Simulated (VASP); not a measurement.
# Pt (Im-3m) in VASP: notebook, part 2 of 2

VASP 6.6.1. Earlier steps stand in the parts before.

### Step 3. Single point, RPBE+D3(BJ)

This run uses another cell than the first one, of 13.60 Å³/atom, 0.855 times its volume.

Input file INCAR:

```
SYSTEM = Pt
ALGO = Normal ; EDIFF = 1E-7
ENCUT = 520 ; GGA = RP
ISIF = 2 ; ISMEAR = -1
IVDW = 12 ; LASPH = .True.
LCHARG = .False. ; LREAL = .False.
LWAVE = .False. ; NBANDS = 11
NELM = 80 ; PREC = Accurate
SIGMA = 0.05
```

Input file KPOINTS:

```
k-points
0
Gamma
  12 12 12
  0 0 0
```

Input file POSCAR:

```
Pt
1.0
   -1.5035192779      1.5035192779      1.5035192779
    1.5035192779     -1.5035192779      1.5035192779
    1.5035192779      1.5035192779     -1.5035192779
Pt
1
Direct
    0.0000000000      0.0000000000      0.0000000000
```

Potentials or basis: VASP PAW PBE potentials, release 64 (Pt).

Launch:

```console
$ cat potpaw_PBE.64/Pt/POTCAR > POTCAR
$ mpirun -np 1 vasp_std > vasp.out
```

OUTCAR:

```text
SYSTEM = Pt
   EDIFF = 1E-7
   ENCUT = 520
   GGA = RP
   ISIF = 2
   ISMEAR = -1
   IVDW = 12
   LASPH = .True.
   LREAL = .False.
   NELM = 80
   PREC = Accurate
 IVDW          = 12

 ion  position               nearest neighbor table
   1  0.000  0.000  0.000-

  LATTYP: Found a body centered cubic cell.
 ALAT       =     3.0070385558

  Lattice vectors:

 A1 = (  -1.5035192779,   1.5035192779,   1.5035192779)
 A2 = (   1.5035192779,  -1.5035192779,   1.5035192779)
 A3 = (   1.5035192779,   1.5035192779,  -1.5035192779)

Analysis of symmetry for initial positions (statically):
=====================================================================
 Subroutine PRICEL returns:
 Original cell was already a primitive cell.

 Routine SETGRP: Setting up the symmetry group for a
 body centered cubic supercell.

 Subroutine GETGRP returns: Found 48 space group operations
[... 9 lines left out ...]

 Routine SETGRP: Setting up the symmetry group for a
 body centered cubic supercell.

 Subroutine GETGRP returns: Found 48 space group operations
[... 11 lines left out ...]
                                     Primitive cell

  volume of cell :      13.5952

  direct lattice vectors                    reciprocal lattice vectors
    -1.503519278  1.503519278  1.503519278     0.000000000  0.332553102  0.332553102
     1.503519278 -1.503519278  1.503519278     0.332553102  0.000000000  0.332553102
     1.503519278  1.503519278 -1.503519278     0.332553102  0.332553102  0.000000000

  length of vectors
     2.604171779  2.604171779  2.604171779     0.470301107  0.470301107  0.470301107

  position of ions in fractional coordinates (direct lattice)
     0.000000000  0.000000000  0.000000000

  ion indices of the primitive-cell ions
   primitive index   ion index
                 1           1

----------------------------------------------------------------------------------------

 KPOINTS: k-points
[... 91 lines left out ...]
  Thomas-Fermi vector in A             =   2.592150
   LORBIT       =      0    0 simple, 1 ext, 2 COOP (PROOUT), +10 PAW based schemes
   GGA     = RP    functional components
   LHFCALC =     F    Hartree Fock is set to
   AEXX    =    0.0000 exact exchange contribution
   IVDW    =    12    specifies the selected vdW correction
   LEPSILON=     F    determine dielectric tensor
   LRPA    =     F    only Hartree local field effects (RPA)
 non-spin polarized calculation
  energy-cutoff  :      520.00
  volume of cell :       13.60
 maximum number of plane-waves:       380
   NGX =  9   NGY =  9   NGZ =  9

 number of electron      10.0000000 magnetization

 number of electron       9.9999998 magnetization

 Free energy of the ion-electron system (eV)
  ---------------------------------------------------
  ext. energy  EPLUGINS =         0.00000000
  ---------------------------------------------------
  free energy    TOTEN  =        -5.00801342 eV

  energy without entropy =       -5.00343347  energy(sigma->0) =       -5.00572344

 E-fermi :  13.0600     XC(G=0): -14.0656

 val. band max:       13.0243769382   @ k =   0.5000   0.5000   0.4167
 cond. band min:      13.1415886850   @ k =  -0.4167  -0.4167   0.1667
 fundamental gap:      0.1172117468
 Fermi energy:        13.0600362340

 k-point     1 :       0.0000    0.0000    0.0000
  band No.  band energies     occupation
      1       2.0618      2.00000
      2       8.8036      2.00000
      3       8.8036      2.00000
      4       8.8036      2.00000
      5      11.8791      2.00000
      6      11.8791      2.00000
      7      30.0991      0.00000
      8      30.0991      0.00000
      9      30.0991      0.00000
     10      42.1779      0.00000
     11      42.1779      0.00000
[... 309 lines left out ...]
 k-point    24 :       0.4167    0.0833    0.0833
  band No.  band energies     occupation
      1       5.6233      2.00000
      2       7.0064      2.00000
      3      11.0455      2.00000
      4      11.8730      2.00000
      5      12.3652      2.00000
      6      17.0112      0.00000
      7      20.3910      0.00000
      8      26.5871      0.00000
      9      28.5214      0.00000
     10      38.5933      0.00000
     11      39.0166      0.00000

 [... further k-points ...]

------------------------ aborting loop because EDIFF is reached ----------------------------------------

 Edisp (eV)   -4.83072

 E8    (eV) :    -3.2760

  FORCE on cell =-STRESS in cart. coord.  units (eV):
  Direction    XX          YY          ZZ          XY          YZ          ZX
  --------------------------------------------------------------------------------------
  -------------------------------------------------------------------------------------
  Total      -0.05396    -0.05396    -0.05396     0.00000     0.00000    -0.00000
  in kB      -6.35853    -6.35853    -6.35853     0.00000     0.00000    -0.00000
  external pressure =       -6.36 kB  Pullay stress =        0.00 kB

 VOLUME and BASIS-vectors are now :
 -----------------------------------------------------------------------------
  energy-cutoff  :      520.00
  volume of cell :       13.60
      direct lattice vectors                 reciprocal lattice vectors
    -1.503519278  1.503519278  1.503519278     0.000000000  0.332553102  0.332553102
     1.503519278 -1.503519278  1.503519278     0.332553102  0.000000000  0.332553102
     1.503519278  1.503519278 -1.503519278     0.332553102  0.332553102  0.000000000

 POSITION                                       TOTAL-FORCE (eV/Angst)
 -----------------------------------------------------------------------------------
      0.00000      0.00000      0.00000         0.000000     -0.000000      0.000000
 -----------------------------------------------------------------------------------
    total drift:                               -0.000000     -0.000000      0.000000

  FREE ENERGIE OF THE ION-ELECTRON SYSTEM (eV)
  ---------------------------------------------------
  free  energy   TOTEN  =        -9.8387323217 eV

  energy  without entropy=       -9.8341523718  energy(sigma->0) =       -9.83644235
```

It took 8.6 s on 1 thread of AMD EPYC 7R13 (Zen 3), shared host; peak memory 0.11 GiB.

What came out:

- Free energy: -9.8387 eV
- Pressure: -0.6 GPa
- Band gap on the k mesh: zero (band 5 reaches 14.54 eV, above the bottom of band 6 at 11.68 eV)
- Dispersion energy per atom: -4.831 eV

Levels at points of the mesh, in eV from the Fermi level:
```csv
k point,band 2,band 3,band 4,band 5,band 6,band 7,band 8,band 9
"(0.00, 0.00, 0.00)",-4.26,-4.26,-4.26,-1.18,-1.18,17.04,17.04,17.04
"(0.50, 0.00, 0.00)",-6.06,-1.36,-0.72,-0.07,1.53,7.86,13.30,17.31
"(0.50, 0.50, 0.50)",-7.61,0.84,0.84,0.84,8.17,8.17,8.17,15.31
```

Caveat: the PAW data sets were made with another functional, which shifts forces and pressure a little; spin-orbit coupling is left out, which moves the levels of the heavy elements; pairwise dispersion overbinds metals, which lowers pressure and volume.

### Step 4. Single point, PBEsol+D3(BJ)

This run uses another cell than the first one, of 14.77 Å³/atom, 0.929 times its volume.

Input file INCAR:

```
SYSTEM = Pt
ALGO = Normal ; EDIFF = 1E-6
ENCUT = 520 ; GGA = PS
ISIF = 2 ; ISMEAR = -1
IVDW = 12 ; LASPH = .TRUE.
LCHARG = .FALSE. ; LREAL = .FALSE.
LWAVE = .FALSE. ; NBANDS = 11
NELM = 80 ; PREC = Accurate
SIGMA = 0.05
```

Input file KPOINTS:

```
k-points
0
G
  12 12 12
  0 0 0
```

Input file POSCAR:

```
Pt
1.0
   -1.5457441447      1.5457441447      1.5457441447
    1.5457441447     -1.5457441447      1.5457441447
    1.5457441447      1.5457441447     -1.5457441447
Pt
1
Direct
    0.0000000000      0.0000000000      0.0000000000
```

Launch:

```console
$ cat potpaw_PBE.64/Pt/POTCAR > POTCAR
$ mpirun -np 1 vasp_std > vasp.out
```

It took 8.2 s on 1 thread of AMD EPYC 7R13 (Zen 3), shared host; peak memory 0.11 GiB.

The run converged. Its results:

* Free energy: -7.6245 eV
* Pressure: -0.3 GPa
* Band gap on the k mesh: zero (band 5 reaches 12.43 eV, above the bottom of band 6 at 9.99 eV)
* Dispersion energy per atom: -0.765 eV

Levels at points of the mesh, in eV from the Fermi level:
| k point | band 2 | band 3 | band 4 | band 5 | band 6 | band 7 | band 8 | band 9 |
| --- | --- | --- | --- | --- | --- | --- | --- | --- |
| (0.00, 0.00, 0.00) | -3.78 | -3.78 | -3.78 | -1.01 | -1.01 | 17.13 | 17.13 | 17.13 |
| (0.50, 0.00, 0.00) | -5.37 | -1.20 | -0.63 | 0.07 | 1.30 | 6.95 | 13.31 | 16.47 |
| (0.50, 0.50, 0.50) | -6.69 | 0.70 | 0.70 | 0.70 | 7.85 | 7.85 | 7.85 | 13.81 |

Caveat: the PAW data sets were made with another functional, which shifts forces and pressure a little; spin-orbit coupling is left out, which moves the levels of the heavy elements; pairwise dispersion overbinds metals, which lowers pressure and volume.

### Step 5. Summary

| task | level | cell | cutoff (eV) | gap on the mesh (eV) | pressure (GPa) |
| --- | --- | --- | --- | --- | --- |
| relaxation of cell and atoms | PBEsol | relaxed to 30 GPa from a = 2.744 Å, angles 109.5°, 1 atom | 600 | none | 30.0 |
| single point | RPBE+D3(BJ) | a = 2.604 Å, angles 109.5°, 1 atom | 520 | none | -0.6 |
| single point | PBEsol+D3(BJ) | a = 2.677 Å, angles 109.5°, 1 atom | 520 | none | -0.3 |

Alike in all rows: potentials or basis VASP PAW PBE potentials, release 64 (Pt); no spin polarisation; k mesh 12 × 12 × 12; smearing fermi-dirac 0.05 eV.

Caveats: the PAW data sets were made with another functional, which shifts forces and pressure a little; spin-orbit coupling is left out, which moves the levels of the heavy elements; pairwise dispersion overbinds metals, which lowers pressure and volume (some runs); the cell is relaxed towards a set pressure, so the enthalpy falls and the energy may rise (some runs).

Absolute energies hang on the potentials; compare differences alone.
